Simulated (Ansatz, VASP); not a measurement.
**InGa2N3: VASP beside Ansatz**

```
CELL_PARAMETERS angstrom
4.81245 -2.77481 0.00000
4.81245 2.77481 0.00000
0.00000 0.00000 5.17461
ATOMIC_POSITIONS crystal
In 0.32412 0.67588 0.98902
In 0.67588 0.32412 0.48902
Ga 0.00669 0.33446 0.99266
Ga 0.66554 0.99331 0.99266
Ga 0.99331 0.66554 0.49266
Ga 0.33446 0.00669 0.49266
N 0.02787 0.33317 0.35863
N 0.66683 0.97213 0.35863
N 0.97213 0.66683 0.85863
N 0.33317 0.02787 0.85863
N 0.30802 0.69198 0.39640
N 0.69198 0.30802 0.89640
```

Alike in both runs: task single point; functional PBE; k mesh 6 × 6 × 6; occupations gaussian, width 0.02 eV; no spin polarisation.

|  | VASP | Ansatz |
| --- | --- | --- |
| version | VASP 6.6.1 | Ansatz 0.2.0 |
| potentials or method | VASP PAW PBE potentials, release 64 (In_d, Ga_d, N), cutoff 520 eV | scalar-relativistic, plane waves, PAW |
| valence electrons in the cell | 108 | 108 |

Ansatz gave:

| Quantity | Value |
| --- | --- |
| gap on the k mesh at the Fermi level (eV) | 1.48 |
| least direct gap on the mesh (eV) | 1.48 |
| pressure (GPa) | 25.0 |
| rms of the force components (eV/Å) | 0.004 |

Problem. Which values does VASP return?

Solution. gap on the k mesh at the Fermi level (eV): 1.49; least direct gap on the mesh (eV): 1.49; pressure (GPa): 25.0; rms of the force components (eV/Å): 0.010.

Atom by atom the forces differ by 0.011 eV/Å (rms over components).
